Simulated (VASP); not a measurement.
BaTiO3, 5 atoms in the cell. It takes space group Amm2 (No. 38, orthorhombic). Conventional cell: a = 3.986 Å, b = 5.674 Å, c = 5.690 Å, α = 90.00°, β = 90.00°, γ = 90.00°. Ba (site symmetry mm2) has 12 O at 2.77 to 2.92 Å and 8 Ti at 3.42 to 3.53 Å within 3.7 Å. Ti (site symmetry mm2) has 6 O at 1.93 to 2.09 Å within 2.6 Å. Within 2.6 Å of O (site symmetry m) lie 2 Ti at 1.93 to 2.09 Å. O (site symmetry mm2) has 2 Ti at 2.00 Å within 2.6 Å. 

| Property | Result |
| --- | --- |
| Program | VASP 6.6.1 |
| Task | relaxation of cell and atoms |
| Functional | PBEsol |
| Potentials or basis | VASP PAW PBE potentials, release 64 (Ba_sv, Ti_sv, O) |
| Cutoff | 600 eV |
| k mesh | 7 × 7 × 7 |
| Occupations | fermi-dirac, width 0.05 eV |
| Spin | no spin polarisation |
| Target pressure | 10 GPa |
| Dipole correction | no |
| Further INCAR settings | ALGO = Normal; EDIFF = 1e-06; IBRION = 2; EDIFFG = -0.01; NSW = 60; ISIF = 3 |

Potentials or basis: VASP PAW PBE potentials, release 64 (Ba_sv, Ti_sv, O).

Command:

```console
$ cat potpaw_PBE.64/Ba_sv/POTCAR potpaw_PBE.64/Ti_sv/POTCAR potpaw_PBE.64/O/POTCAR > POTCAR
$ mpirun -np 1 vasp_std > vasp.out
```

Hardware: 1 thread of Intel Xeon 8259CL, with other jobs on the host.

Q: Estimate the wall time of this run.

A: Run time: 22 min on 1 thread of Intel Xeon 8259CL, with other jobs on the host, peak memory 0.29 GiB. Counts: scf iterations 131, k points 64, ion steps 18.
